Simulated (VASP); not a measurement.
A run of VASP 6.6.1:

File INCAR:

```
ALGO     = Normal         # electronic algorithm
EDIFF    = 1E-7           # SCF threshold, eV
ENCUT    = 520            # plane-wave cutoff, eV
GGA      = PE             # functional
ISIF     = 2              # what is computed and relaxed
ISMEAR   = 0              # smearing method
LASPH    = T              # aspherical terms in the spheres
LCHARG   = F              # write CHGCAR
LREAL    = Auto         
LWAVE    = F              # write WAVECAR
NBANDS   = 68             # bands
NELM     = 100            # most SCF steps
PREC     = Accurate       # precision mode
SIGMA    = 0.05           # smearing width, eV
```

The input KPOINTS:

```
k-points
0
Gamma
  2 2 1
```

File POSCAR:

```
Mg6HO6
1.0
    5.3245140000      0.0000000000      0.0000000000
    2.6622570000      4.6111640000      0.0000000000
    0.0000000000      0.0000000000     17.4343090000
Mg O H
12 12 2
Direct
    0.0000000000      0.0000000000      0.0573581666
    0.0000000939      0.5000000000      0.0573581666
    0.5000000000      0.0000000000      0.0573581666
    0.5000000939      0.5000000000      0.0573581666
    0.6669690559      0.6688734124      0.2007564510
    0.6669513191      0.1641574665      0.2007479620
    0.1643112157      0.6678268220      0.2002014534
    0.1682045169      0.1659064826      0.2005776656
    0.3298466019      0.3425657817      0.3460345345
    0.3298289930      0.8275864836      0.3459421305
    0.8358751161      0.3320116136      0.3401417286
    0.8151576892      0.8423970607      0.3640530864
    0.3333332033      0.8333334056      0.1196985782
    0.3333332972      0.3333334056      0.1196985782
    0.8333332033      0.8333334056      0.1196985782
    0.8333332972      0.3333334056      0.1196985782
   -0.0001045588      0.5014417184      0.2682087945
   -0.0001129779     -0.0013400087      0.2681668657
    0.4989007120      0.5005373914      0.2663493575
    0.5013242427      0.9993426822      0.2711706555
    0.6545509479      0.2024358709      0.4181330617
    0.6543955626      0.6431083345      0.4181036369
    0.1659731390      0.1670209518      0.4080883848
    0.1715774515      0.6643413680      0.4183695494
    0.1804727237      0.1583274852      0.4632088946
    0.6474535421      0.4266588653      0.4386013234
```

Potentials or basis: VASP PAW PBE potentials, release 64 (Mg, O, H).

The run is started by

```sh
$ cat potpaw_PBE.64/Mg/POTCAR potpaw_PBE.64/O/POTCAR potpaw_PBE.64/H/POTCAR > POTCAR
$ mpirun -np 1 vasp_std > vasp.out
```

Hardware: 1 thread of Intel(R) Xeon(R) 6975P-C (Granite Rapids), on a shared host.

Task: Estimate the wall time of this run.

Result: Wall time 4.5 min on 1 thread of Intel(R) Xeon(R) 6975P-C (Granite Rapids) (shared host), peak memory 0.52 GiB. Counts: scf iterations 34, k points 4.
